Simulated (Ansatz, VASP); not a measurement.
## One calculation of Sn, two programs

Contents of INCAR:

```
SYSTEM = Sn
PREC = Accurate
ENCUT = 520
EDIFF = 1E-7
ISMEAR = -1
SIGMA = 0.1
LREAL = .False.
LASPH = .True.
NELM = 80
ALGO = Normal
ISIF = 2
LWAVE = .False.
LCHARG = .False.
GGA = PE
NBANDS = 13
```

KPOINTS

```
regular mesh
0
Gamma
  14 14 14
  0 0 0
```

File POSCAR:

```
Sn
1.0
   -1.7678816667      1.7678816667      1.7678816667
    1.7678816667     -1.7678816667      1.7678816667
    1.7678816667      1.7678816667     -1.7678816667
Sn
1
Direct
    0.0000000000      0.0000000000      0.0000000000
```

Input for Ansatz:

```yaml
crystal:
  lattice:
    - [-1.7678816667, 1.7678816667, 1.7678816667]
    - [1.7678816667, -1.7678816667, 1.7678816667]
    - [1.7678816667, 1.7678816667, -1.7678816667]
  atoms:
    - { symbol: Sn, position: [0.0, 0.0, 0.0] }
kpoints:
  mp_grid: { grid: [14, 14, 14] }
scf:
  occupations: { method: fermi_dirac, width: 0.1 }
hamiltonian:
  xc: pbe
  pseudopotentials: { kind: all_electron, lapw: { basis_error: 0.001 } }
output:
  forces: true
  stress: true
  eigenvalues: true
  populations: true
```

Change from the starting cell: volume scaled by 0.8, LAPW.

Alike in both runs: task single point; functional PBE; k mesh 14 × 14 × 14; occupations fermi-dirac, width 0.1 eV; no spin polarisation.

```csv
,VASP,Ansatz
version,VASP 6.6.1,Ansatz 0.2.0
potentials or method,"VASP PAW PBE potentials, release 64 (Sn_d), cutoff 520 eV","all-electron LAPW, scalar-relativistic"
```

|  | VASP | Ansatz | Ansatz less VASP |
| --- | --- | --- | --- |
| pressure (GPa) | 18.1 | 18.1 | +0.05 |

Ansatz ran all-electron here, and VASP with PAW potentials.
